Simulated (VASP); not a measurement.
Input of a VASP 6.6.1 run:

File INCAR:

```
ALGO = Normal
EDIFF = 1E-6
ENCUT = 520
GGA = PS
ISIF = 2
ISMEAR = 0
LASPH = True
LCHARG = True
LELF = True
LREAL = False
LVHAR = True
LWAVE = False
NBANDS = 16
NELM = 60
PREC = Accurate
SIGMA = 0.05
```

File KPOINTS:

```
k-points
0
Gamma
  9 9 6
```

File POSCAR:

```
AlN
1.0
    3.2043322161      0.0000000000      0.0000000000
   -1.6021661081      2.7750331013      0.0000000000
    0.0000000000      0.0000000000      4.9033300000
Al N
2 2
Direct
    0.3333333333      0.6666666667      0.0000000000
    0.6666666667      0.3333333333      0.5000000000
    0.3333333333      0.6666666667      0.3850000000
    0.6666666667      0.3333333333      0.8850000000
```

Potentials or basis: VASP PAW PBE potentials, release 64 (Al, N).

Launch:

```console
$ cat potpaw_PBE.64/Al/POTCAR potpaw_PBE.64/N/POTCAR > POTCAR
$ mpirun -np 1 vasp_std > vasp.out
```

Task: Predict the band gap on the k mesh.

Result: 3.60 eV, direct.

Task: Estimate the largest force.

Result: 0.312 eV/Å.

Task: Predict the pressure.

Result: -7.9 GPa.

Forces on the atoms (eV/Å):
```
Al   0.000  0.000 -0.312
Al   0.000  0.000 -0.312
N    0.000  0.000  0.312
N    0.000  0.000  0.312
```

Caveat: the cell differs from its parent crystal (strain +0.030 along x and y, -0.015 along z); the PAW data sets were made with another functional, which shifts forces and pressure a little. A k mesh can miss the band edges.
